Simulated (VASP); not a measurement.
Ti: single point with PBEsol

Crystal: Ti.

```xyz
1
Lattice="0.0000 2.0300 2.0808 2.0300 0.0000 2.0808 2.0300 2.0300 0.0000" Properties=species:S:1:pos:R:3 pbc="T T T"
Ti    0.0000    0.0000    0.0000
```

This cell differs from its parent crystal: strain +0.000 along x and y, +0.025 along z.

| Quantity | Value |
| --- | --- |
| Program | VASP 6.6.1 |
| Task | single point |
| Functional | PBEsol |
| Potentials or basis | VASP PAW PBE potentials, release 64 (Ti_sv) |
| Cutoff | 520 eV |
| k mesh | 20 × 20 × 20 |
| Occupations | gaussian, width 0.15 eV |
| Spin | no spin polarisation |

```yaml
Pressure: -3.2 GPa
Band_gap_on_the_k_mesh: zero (band 6 reaches 9.03 eV, above the bottom of band 7 at 7.78 eV)
```

Stress tensor (GPa, compression positive):
```
-2.93  0.00  0.00
 0.00 -2.93  0.00
 0.00  0.00 -3.80
```

Levels at points of the mesh, in eV from the Fermi level:
```tsv
k point	band 3	band 4	band 5	band 6	band 7	band 8	band 9	band 10
(0.00, 0.00, 0.00)	-32.39	-32.39	-6.13	0.75	0.96	0.96	2.42	2.65
(0.50, 0.00, 0.00)	-32.50	-32.47	-2.62	0.65	0.68	0.87	3.60	3.69
(0.50, 0.50, 0.00)	-32.62	-32.62	-2.64	-1.71	2.60	3.64	3.93	3.93
(0.50, 0.00, 0.50)	-32.67	-32.64	-2.62	-1.76	3.05	3.62	3.86	4.01
```

It took 94 s on 1 thread of Intel(R) Xeon(R) Platinum 8259CL CPU @ 2.50GHz (Skylake/Cascade Lake), with other jobs on the host, peak memory 0.24 GiB.

Caveat: the cell differs from its parent crystal (strain +0.000 along x and y, +0.025 along z); the PAW data sets were made with another functional, which shifts forces and pressure a little.
